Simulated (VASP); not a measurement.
The system is Co.

```
CELL_PARAMETERS angstrom
0.00000 1.80115 1.80115
1.80115 0.00000 1.80115
3.60230 3.60230 0.00000
ATOMIC_POSITIONS crystal
Co 0.00000 0.00000 0.00000
Co 0.00000 0.00000 0.50000
```

This isn't the form of Co at room conditions, which is hcp.

Base run:

```yaml
Program: VASP 6.6.1
Functional: PBE
Potentials_or_basis: VASP PAW PBE potentials, release 64 (Co)
Cutoff: 520 eV
k_mesh: 12 × 12 × 6
Occupations: fermi-dirac, width 0.1 eV
Spin: collinear spin, antiferromagnetic start
Starting_moments: "[3.0, -3.0] μB"
```

Its results: pressure -16.1 GPa; net moment 0.00 μB per cell; site moments Co +1.24, -1.24 μB.

The run is repeated on the same cell with these changes: spin from collinear spin, antiferromagnetic start to collinear spin; moments at the start from [3.0, -3.0] to [0.0, 3.0]. What comes out?

Pressure -12.0 GPa; net moment 3.42 μB per cell; site moments Co +1.74 μB.

Caveats: the cell stands under tension.
